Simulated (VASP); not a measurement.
# IrAu3 (Fm-3m) in VASP: notebook

Runs on IrAu3. Level: PBE. Tasks: single point, relaxation of cell and atoms.

All numbers are computed with VASP 6.6.1; they aren't measurements. Logs are shortened: lines on timing, memory, paths and dates and some standing lists are left out, and cuts for length are marked.

## 1. The cell of the first run

It takes space group Fm-3m (No. 225, cubic). Conventional cell: a = 6.491 Å, b = 6.491 Å, c = 6.491 Å, α = 90.00°, β = 90.00°, γ = 90.00°. Ir (site symmetry m-3m) has 14 Au at 2.81 to 3.25 Å within 3.7 Å. Au (site symmetry -43m) has 4 Ir at 2.81 Å and 10 Au at 2.81 to 3.25 Å within 3.7 Å. Within 3.7 Å of Au (site symmetry m-3m) lie 8 Au at 2.81 Å and 6 Ir at 3.25 Å.

## 2. Single point, PBE

Input file INCAR:

```
PREC = Accurate
ENCUT = 520
EDIFF = 1E-7
ISMEAR = 0
SIGMA = 0.1
LREAL = False
LASPH = True
NELM = 80
ALGO = Fast
ISIF = 2
LWAVE = False
LCHARG = True
GGA = PE
LELF = True
LVHAR = True
NBANDS = 29
```

Input file KPOINTS:

```
regular mesh
0
Gamma
  12 12 12
```

Input file POSCAR:

```
IrAu3
1.0
    0.0000000000      3.2453176651      3.2453176651
    3.2453176651      0.0000000000      3.2453176651
    3.2453176651      3.2453176651      0.0000000000
Ir Au
1 3
Direct
    0.0000000000      0.0000000000      0.0000000000
    0.7500000000      0.7500000000      0.7500000000
    0.5000000000      0.5000000000      0.5000000000
    0.2500000000      0.2500000000      0.2500000000
```

Potentials or basis: VASP PAW PBE potentials, release 64 (Ir, Au).

Launch:

```sh
$ cat potpaw_PBE.64/Ir/POTCAR potpaw_PBE.64/Au/POTCAR > POTCAR
$ mpirun -np 1 vasp_std > vasp.out
```

OUTCAR:

```text
PREC = Accurate
   ENCUT = 520
   EDIFF = 1E-7
   ISMEAR = 0
   LREAL = False
   LASPH = True
   NELM = 80
   ISIF = 2
   GGA = PE

 ion  position               nearest neighbor table
   1  0.000  0.000  0.000-   2 2.81   2 2.81   2 2.81   2 2.81   4 2.81   4 2.81   4 2.81   4 2.81
                             3 3.25   3 3.25   3 3.25   3 3.25   3 3.25   3 3.25
   2  0.750  0.750  0.750-   3 2.81   3 2.81   3 2.81   1 2.81   3 2.81   1 2.81   1 2.81   1 2.81
                             4 3.25   4 3.25   4 3.25   4 3.25   4 3.25   4 3.25
   3  0.500  0.500  0.500-   4 2.81   4 2.81   4 2.81   2 2.81   4 2.81   2 2.81   2 2.81   2 2.81
                             1 3.25   1 3.25   1 3.25   1 3.25   1 3.25   1 3.25
   4  0.250  0.250  0.250-   1 2.81   1 2.81   1 2.81   1 2.81   3 2.81   3 2.81   3 2.81   3 2.81
                             2 3.25   2 3.25   2 3.25   2 3.25   2 3.25   2 3.25

  LATTYP: Found a face centered cubic cell.
 ALAT       =     6.4906353302

  Lattice vectors:

 A1 = (   0.0000000000,   3.2453176651,   3.2453176651)
 A2 = (   3.2453176651,   0.0000000000,   3.2453176651)
 A3 = (   3.2453176651,   3.2453176651,   0.0000000000)

Analysis of symmetry for initial positions (statically):
=====================================================================
 Subroutine PRICEL returns:
 Original cell was already a primitive cell.

 Routine SETGRP: Setting up the symmetry group for a
 face centered cubic supercell.

 Subroutine GETGRP returns: Found 48 space group operations
 (whereof 48 operations were pure point group operations)
 out of a pool of 48 trial point group operations.

The static configuration has the point symmetry O_h .

Analysis of symmetry for dynamics (positions and initial velocities):
=====================================================================
 Subroutine PRICEL returns:
 Original cell was already a primitive cell.

 Routine SETGRP: Setting up the symmetry group for a
 face centered cubic supercell.

 Subroutine GETGRP returns: Found 48 space group operations
 (whereof 48 operations were pure point group operations)
 out of a pool of 48 trial point group operations.

The dynamic configuration has the point symmetry O_h .

 Subroutine INISYM returns: Found 48 space group operations
 (whereof 48 operations are pure point group operations),
 and found     1 'primitive' translations

----------------------------------------------------------------------------------------

                                     Primitive cell

  volume of cell :      68.3599

  direct lattice vectors                    reciprocal lattice vectors
     0.000000000  3.245317665  3.245317665    -0.154068123  0.154068123  0.154068123
     3.245317665  0.000000000  3.245317665     0.154068123 -0.154068123  0.154068123
     3.245317665  3.245317665  0.000000000     0.154068123  0.154068123 -0.154068123

  length of vectors
     4.589572256  4.589572256  4.589572256     0.266853816  0.266853816  0.266853816

  position of ions in fractional coordinates (direct lattice)
     0.000000000  0.000000000  0.000000000
     0.750000000  0.750000000  0.750000000
     0.500000000  0.500000000  0.500000000
     0.250000000  0.250000000  0.250000000

  ion indices of the primitive-cell ions
   primitive index   ion index
                 1           1
                 2           2
                 3           3
                 4           4

----------------------------------------------------------------------------------------

 KPOINTS: regular mesh

Automatic generation of k-mesh.
 Grid dimensions read from file:
 generate k-points for:   12   12   12

 Generating k-lattice:

  Cartesian coordinates                     Fractional coordinates (reciprocal lattice)
    -0.012839010  0.012839010  0.012839010     0.083333333  0.000000000  0.000000000
     0.012839010 -0.012839010  0.012839010     0.000000000  0.083333333  0.000000000
     0.012839010  0.012839010 -0.012839010     0.000000000  0.000000000  0.083333333

  Length of vectors
     0.022237818  0.022237818  0.022237818

  Shift w.r.t. Gamma in fractional coordinates (k-lattice)
     0.000000000  0.000000000  0.000000000

 Subroutine IBZKPT returns following result:
 ===========================================

 Found     72 irreducible k-points:

 Following reciprocal coordinates:
            Coordinates               Weight
  0.000000  0.000000  0.000000      1.000000
  0.083333  0.000000  0.000000      8.000000
  0.166667  0.000000  0.000000      8.000000
  0.250000  0.000000  0.000000      8.000000
  0.333333  0.000000  0.000000      8.000000
  0.416667  0.000000  0.000000      8.000000
[... 16 lines left out ...]
  0.500000  0.166667  0.000000     24.000000
 -0.416667  0.166667  0.000000     24.000000
 [... further k-points ...]
   k-points           NKPTS =     72   k-points in BZ     NKDIM =     72   number of bands    NBANDS=     29
   number of dos      NEDOS =    301   number of ions     NIONS =      4
   total plane-waves  NPLWV =  46656
   dimension x,y,z NGX =    36 NGY =   36 NGZ =   36
   dimension x,y,z NGXF=    72 NGYF=   72 NGZF=   72
   ions per type =               1   3
   NGX,Y,Z   is equivalent  to a cutoff of  13.04, 13.04, 13.04 a.u.
   NGXF,Y,Z  is equivalent  to a cutoff of  26.08, 26.08, 26.08 a.u.
 SYSTEM =  unknown system
   PREC   = accura    normal or accurate (medium, high low for compatibility)
   ISTART =      0    job   : 0-new  1-cont  2-samecut
   ICHARG =      2    charge: 1-file 2-atom 10-const
   ISPIN  =      1    spin polarized calculation?
   LNONCOLLINEAR =      F non collinear calculations
   LSORBIT =      F    spin-orbit coupling
   LASPH  =      T    aspherical Exc in radial PAW
   ENCUT  =  520.0 eV  38.22 Ry    6.18 a.u.   8.53  8.53  8.53*2*pi/ulx,y,z
   NELM   =     80;   NELMIN=  2; NELMDL= -5     # of ELM steps
   EDIFF  = 0.1E-06   stopping-criterion for ELM
   LREAL  =      F    real-space projection
   EDIFFG = 0.1E-05   stopping-criterion for IOM
   NSW    =      0    number of steps for IOM
   IBRION =     -1    ionic relax: 0-MD 1-quasi-New 2-CG
   NFREE  =      0    steps in history (QN), initial steepest desc. (CG)
   ISIF   =      2    stress and relaxation
   ISYM   =      2    0-nonsym 1-usesym 2-fastsym
   POTIM  = 0.5000    time-step for ionic-motion
   TEBEG  =    0.0;   TEEND  =   0.0 temperature during run
   PSTRESS=    0.0 pullay stress
   NELECT =      42.0000    total number of electrons
   NUPDOWN=      -1.0000    fix difference up-down
   EMIN   =  10.00;   EMAX   =-10.00  energy-range for DOS
   EFERMI =   0.00;   METHOD = LEGACY
   ISMEAR =     0;   SIGMA  =   0.10  broadening in eV -4-tet -1-fermi 0-gaus
   EFERMI_NEDOS =   21; number of points for ismear=-14 and -15
   IALGO  =     68    algorithm
   IMIX   =      4    mixing-type and parameters
     AMIX     =   0.40;   BMIX     =  1.00
     AMIX_MAG =   1.60;   BMIX_MAG =  1.00
  volume/ion in A,a.u.               =      17.09       115.33
  Fermi-wavevector in a.u.,A,eV,Ry     =   1.391738  2.630003 26.353583  1.936934
  Thomas-Fermi vector in A             =   2.515548
   LORBIT       =      0    0 simple, 1 ext, 2 COOP (PROOUT), +10 PAW based schemes
   GGA     = PE    functional components
   LHFCALC =     F    Hartree Fock is set to
   AEXX    =    0.0000 exact exchange contribution
   IVDW    =     0    specifies the selected vdW correction
   LEPSILON=     F    determine dielectric tensor
   LRPA    =     F    only Hartree local field effects (RPA)
 non-spin polarized calculation
 RMM-DIIS sequential band-by-band and
 Gauss-broadening in eV      SIGMA  =   0.10
  energy-cutoff  :      520.00
  volume of cell :       68.36
 maximum number of plane-waves:      1868
 NGX is ok and might be reduce to    36
   NGX = 17   NGY = 17   NGZ = 17

 number of electron      42.0000004 magnetization

 Free energy of the ion-electron system (eV)
  ---------------------------------------------------
  ext. energy  EPLUGINS =         0.00000000
  ---------------------------------------------------
  free energy    TOTEN  =       -16.95031118 eV

  energy without entropy =      -16.93063374  energy(sigma->0) =      -16.94047246

 E-fermi :   8.5320     XC(G=0): -12.7405

 val. band max:        8.5318494993   @ k =  -0.4167   0.3333   0.0000
 cond. band min:       8.5372082293   @ k =  -0.3333   0.5000   0.1667
 fundamental gap:      0.0053587301
 Fermi energy:         8.5320119688

 k-point     1 :       0.0000    0.0000    0.0000
  band No.  band energies     occupation
      1      -0.7518      2.00000
      2       2.2878      2.00000
      3       2.2878      2.00000
      4       3.5204      2.00000
      5       3.5204      2.00000
      6       3.5204      2.00000
[... 21 lines left out ...]
     28      16.4657      0.00000
     29      16.4687      0.00000

 k-point     2 :       0.0833    0.0000    0.0000
  band No.  band energies     occupation
      1      -0.6544      2.00000
      2       2.3373      2.00000
      3       2.3373      2.00000
      4       3.3068      2.00000
      5       3.4629      2.00000
      6       3.4629      2.00000
[... 21 lines left out ...]
     28      16.0093      0.00000
     29      16.0093      0.00000

 k-point     3 :       0.1667    0.0000    0.0000
  band No.  band energies     occupation
      1      -0.3689      2.00000
      2       2.4815      2.00000
      3       2.4815      2.00000
      4       3.0316      2.00000
      5       3.3776      2.00000
      6       3.3776      2.00000
[... 21 lines left out ...]
     28      15.5252      0.00000
     29      15.5252      0.00000

 k-point     4 :       0.2500    0.0000    0.0000
  band No.  band energies     occupation
      1       0.0851      2.00000
      2       2.7070      2.00000
      3       2.7070      2.00000
      4       2.8536      2.00000
      5       3.3200      2.00000
      6       3.3200      2.00000
[... 21 lines left out ...]
     28      15.4073      0.00000
     29      15.5379      0.00000

 k-point     5 :       0.3333    0.0000    0.0000
  band No.  band energies     occupation
      1       0.6751      2.00000
      2       2.8339      2.00000
      3       2.9889      2.00000
      4       2.9889      2.00000
      5       3.3009      2.00000
      6       3.3009      2.00000
[... 21 lines left out ...]
     28      15.3657      0.00000
     29      16.8881      0.00000
[... 510 lines left out ...]
     28      17.5698      0.00000
     29      18.0436      0.00000

 k-point    22 :       0.4167    0.1667    0.0000
  band No.  band energies     occupation
      1       1.1520      2.00000
      2       2.5112      2.00000
      3       2.6976      2.00000
      4       3.1012      2.00000
      5       3.1735      2.00000
      6       3.2307      2.00000
[... 21 lines left out ...]
     28      17.7618      0.00000
     29      18.0434      0.00000

 k-point    23 :       0.5000    0.1667    0.0000
  band No.  band energies     occupation
      1       1.7424      2.00000
      2       2.2579      2.00000
      3       2.7892      2.00000
      4       3.2336      2.00000
      5       3.2368      2.00000
      6       3.3813      2.00000
[... 21 lines left out ...]
     28      17.9340      0.00000
     29      18.1900      0.00000

 k-point    24 :      -0.4167    0.1667    0.0000
  band No.  band energies     occupation
      1       1.8104      2.00000
      2       2.2914      2.00000
      3       2.9121      2.00000
      4       3.0723      2.00000
      5       3.2991      2.00000
      6       3.4981      2.00000
[... 21 lines left out ...]
     28      18.3415      0.00000
     29      19.1829      0.00000

 [... further k-points ...]

------------------------ aborting loop because EDIFF is reached ----------------------------------------

  FORCE on cell =-STRESS in cart. coord.  units (eV):
  Direction    XX          YY          ZZ          XY          YZ          ZX
  --------------------------------------------------------------------------------------
  -------------------------------------------------------------------------------------
  Total       -0.0637180     -0.0637180     -0.0637180     -0.0000000     -0.0000000      0.0000000
  in kB       -1.4933822     -1.4933822     -1.4933822     -0.0000000     -0.0000000      0.0000000
  external PRESSURE =      -1.4933822 kB  Pullay stress =       0.0000000 kB

 VOLUME and BASIS-vectors are now :
 -----------------------------------------------------------------------------
  energy-cutoff  :      520.00
  volume of cell :       68.36
      direct lattice vectors                 reciprocal lattice vectors
     0.000000000  3.245317665  3.245317665    -0.154068123  0.154068123  0.154068123
     3.245317665  0.000000000  3.245317665     0.154068123 -0.154068123  0.154068123
     3.245317665  3.245317665  0.000000000     0.154068123  0.154068123 -0.154068123

 POSITION                                       TOTAL-FORCE (eV/Angst)
 -----------------------------------------------------------------------------------
      0.00000      0.00000      0.00000        -0.000000     -0.000000      0.000000
      4.86798      4.86798      4.86798        -0.000000     -0.000000     -0.000000
      3.24532      3.24532      3.24532        -0.000000     -0.000000      0.000000
      1.62266      1.62266      1.62266         0.000000      0.000000      0.000000
 -----------------------------------------------------------------------------------
    total drift:                                0.000000      0.000000      0.000000

  FREE ENERGIE OF THE ION-ELECTRON SYSTEM (eV)
  ---------------------------------------------------
  free  energy   TOTEN  =       -16.9503111816 eV

  energy  without entropy=      -16.9306337374  energy(sigma->0) =      -16.94047246
```

Wall time 67 s (1 thread of Intel Xeon 6975P-C (Granite Rapids), shared host); peak memory 0.29 GiB.

Results:

* Free energy: -16.9503 eV
* Pressure: -0.1 GPa
* Band gap on the k mesh: zero (band 21 reaches 8.66 eV, above the bottom of band 22 at 8.43 eV)

Caveat: spin-orbit coupling is left out, which moves the levels of the heavy elements.

## 3. Relaxation of cell and atoms, PBE

Input file INCAR:

```
PREC = Accurate
ENCUT = 600
EDIFF = 1E-6
ISMEAR = 0
SIGMA = 0.1
LREAL = False
LASPH = True
NELM = 80
ALGO = Fast
ISIF = 3
LWAVE = False
LCHARG = False
GGA = PE
IBRION = 2
NSW = 100
EDIFFG = -0.01
```

KPOINTS is that of step 2.

POSCAR is that of step 2.

Potentials or basis: VASP PAW PBE potentials, release 64 (Ir, Au).

Launch:

```sh
$ cat potpaw_PBE.64/Ir/POTCAR potpaw_PBE.64/Au/POTCAR > POTCAR
$ mpirun -np 1 vasp_std > vasp.out
```

Wall time 78 s (1 thread of Intel Xeon 6975P-C (Granite Rapids), shared host); peak memory 0.34 GiB.

It converged, with:

```yaml
Free_energy: -16.9505 eV
Pressure_after_relaxing: -0.1 GPa
Band_gap_on_the_k_mesh: zero (band 21 reaches 8.66 eV, above the bottom of band 22 at 8.43 eV)
```

Final structure:
```cif
data_structure
_symmetry_space_group_name_H-M 'P 1'
_symmetry_Int_Tables_number 1
_cell_length_a 4.5896
_cell_length_b 4.5896
_cell_length_c 4.5896
_cell_angle_alpha 60.000
_cell_angle_beta 60.000
_cell_angle_gamma 60.000
_cell_volume 68.36
loop_
_atom_site_label
_atom_site_type_symbol
_atom_site_fract_x
_atom_site_fract_y
_atom_site_fract_z
_atom_site_occupancy
Ir1 Ir 0.00000 0.00000 0.00000 1
Au1 Au 0.75000 0.75000 0.75000 1
Au2 Au 0.50000 0.50000 0.50000 1
Au3 Au 0.25000 0.25000 0.25000 1
```

Levels at points of the mesh, in eV from the Fermi level:
| k point | band 19 | band 20 | band 21 | band 22 | band 23 | band 24 |
| --- | --- | --- | --- | --- | --- | --- |
| (0.00, 0.00, 0.00) | -0.38 | -0.13 | -0.13 | 3.21 | 4.06 | 6.84 |
| (0.50, 0.00, 0.00) | -1.09 | -0.41 | -0.41 | -0.01 | 4.21 | 5.35 |
| (0.50, 0.50, 0.00) | -0.51 | -0.05 | -0.05 | 0.20 | 0.20 | 0.31 |

Caveat: the relaxation stopped at its first step, so nothing moved; spin-orbit coupling is left out, which moves the levels of the heavy elements.
